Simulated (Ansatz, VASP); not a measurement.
# Two plane-wave programs on HfNbTe4

File INCAR:

```
SYSTEM = HfNbTe4
ALGO = Normal ; EDIFF = 1E-6
ENCUT = 520 ; GGA = PE
ISIF = 2 ; ISMEAR = 0
LASPH = .True. ; LCHARG = .False.
LREAL = .False. ; LWAVE = .False.
NBANDS = 32 ; NELM = 60
PREC = Accurate ; SIGMA = 0.1
```

KPOINTS

```
k-points
0
Gamma
  6 6 2
  0 0 0
```

Contents of POSCAR:

```
HfNbTe4
1.0
    3.8222310000      0.0000000000      0.0000000000
   -1.9111155000      3.3101492000      0.0000000000
    0.0000000000      0.0000000000     14.3160769000
Hf Nb Te
1 1 4
Direct
    0.0000000000      0.0000000000      0.5000000000
    0.0000000000      0.0000000000      0.0000000000
    0.6666667000      0.3333333000      0.6286620000
    0.6666667000      0.3333333000      0.1245420000
    0.3333333000      0.6666667000      0.8754580000
    0.3333333000      0.6666667000      0.3713380000
```

Input for Ansatz:

```yaml
crystal:
  lattice:
    - [3.822231, 0.0, 0.0]
    - [-1.9111155, 3.3101492, 0.0]
    - [0.0, 0.0, 14.3160769]
  atoms:
    - { symbol: Hf, position: [0.0, 0.0, 0.5] }
    - { symbol: Nb, position: [0.0, 0.0, 0.0] }
    - { symbol: Te, position: [0.6666667, 0.3333333, 0.628662] }
    - { symbol: Te, position: [0.6666667, 0.3333333, 0.124542] }
    - { symbol: Te, position: [0.3333333, 0.6666667, 0.875458] }
    - { symbol: Te, position: [0.3333333, 0.6666667, 0.371338] }
basis:
  ecutwfc: 420
kpoints:
  mp_grid: { grid: [6, 6, 2] }
hamiltonian:
  xc: pbe
scf:
  occupations: { method: gaussian, width: 0.1 }
  lower_state_search: "off"
output:
  forces: true
  stress: true
  eigenvalues: true
```

Change from the starting cell: relaxed end of: species swapped into the SrCaSi4 type (P-3m1, No. 164).

Alike in both runs: task single point; functional PBE; k mesh 6 × 6 × 2; occupations gaussian, width 0.1 eV; no spin polarisation.

|  | VASP | Ansatz |
| --- | --- | --- |
| version | VASP 6.6.1 | Ansatz 0.2.0 |
| potentials or method | VASP PAW PBE potentials, release 64 (Hf_pv, Nb_sv, Te), cutoff 520 eV | scalar-relativistic, plane waves, PAW |
| valence electrons in the cell | 47 | 103 |

Ansatz gave:

```
gap on the k mesh at the Fermi level (eV)                     : none
pressure (GPa)                                                : 0.1
traceless stress, the component that is largest in VASP (GPa) : -0.16
rms of the force components (eV/Å)                            : 0.014
```

Task: Estimate VASP's values.

Result: gap on the k mesh at the Fermi level (eV): none; pressure (GPa): 0.0; traceless stress, the component that is largest in VASP (GPa): -0.14; rms of the force components (eV/Å): 0.022.

Atom by atom the forces differ by 0.007 eV/Å (rms over components). A gap of «none» marks a metal or a gap that the smearing closes. VASP's potentials hold 47 valence electrons a cell and Ansatz's 103, so a difference there can come from the potentials and not from the codes.

Spin-orbit coupling is off throughout.
